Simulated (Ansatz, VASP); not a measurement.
BaTiO3: VASP beside Ansatz

```xyz
5
Lattice="3.9981 0.0000 0.0000 0.0000 3.9981 0.0000 0.0000 0.0000 3.9981" Properties=species:S:1:pos:R:3 pbc="T T T"
Ba    0.0000    0.0000    0.0000
Ti    1.9990    1.9990    1.9990
O     0.0000    1.9990    1.9990
O     1.9990    0.0000    1.9990
O     1.9990    1.9990    0.0000
```

Alike in both runs: task single point; functional PBE; k mesh 4 × 4 × 4; occupations gaussian, width 0.1 eV; collinear spin.

|  | VASP | Ansatz |
| --- | --- | --- |
| version | VASP 6.6.1 | Ansatz 0.2.0 |
| potentials or method | VASP PAW PBE potentials, release 64 (Ba_sv, Ti_sv, O), cutoff 520 eV | scalar-relativistic, plane waves, PAW |
| valence electrons in the cell | 40 | 40 |

Ansatz gave:

* gap on the k mesh at the Fermi level (eV): 1.80
* least direct gap on the mesh (eV): 1.90
* pressure (GPa): 2.7
* net moment per atom (μB): 0.00

Problem. What did VASP give for the same quantities?

Solution. gap on the k mesh at the Fermi level (eV): 1.73; least direct gap on the mesh (eV): 1.88; pressure (GPa): 4.5; net moment per atom (μB): 0.00.

The functional is the same, so the differences come from potentials, cutoffs and numerics. Ansatz's warnings: seeded moment not kept.

Spin-orbit coupling is off throughout.
